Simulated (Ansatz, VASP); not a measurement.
## MoS2 in VASP and in Ansatz

```
Mo S
1.0
     1.58000    0.91221    6.15000
    -1.58000    0.91221    6.15000
     0.00000   -1.82443    6.15000
Mo S
1 2
Direct
  0.00000 0.00000 0.00000
  0.41700 0.41700 0.41700
  0.25000 0.25000 0.25000
```

Alike in both runs: functional PBEsol; k mesh 8 × 8 × 8; occupations fermi-dirac, width 0.05 eV; no spin polarisation.

```csv
,VASP,Ansatz
version,VASP 6.6.1,Ansatz 0.2.0
potentials or method,"VASP PAW PBE potentials, release 64 (Mo_sv, S), cutoff 520 eV","all-electron LAPW, scalar-relativistic"
task,single point,band structure
```

|  | VASP | Ansatz | Ansatz less VASP |
| --- | --- | --- | --- |
| gap on the k mesh at the Fermi level (eV) | 1.00 | 0.99 | -0.013 |
| least direct gap on the mesh (eV) | 2.03 | 2.03 | -0.003 |
| pressure (GPa) | 0.3 | 0.4 | +0.03 |
| traceless stress, the component that is largest in VASP (GPa) | 1.97 | 1.97 | +0.009 |
| rms of the force components (eV/Å) | 0.108 | 0.109 | +0.0001 |

VASP's potentials were made for PBE, not for PBEsol. Atom by atom the forces differ by 0.000 eV/Å (rms over components). Ansatz ran all-electron here, and VASP with PAW potentials.
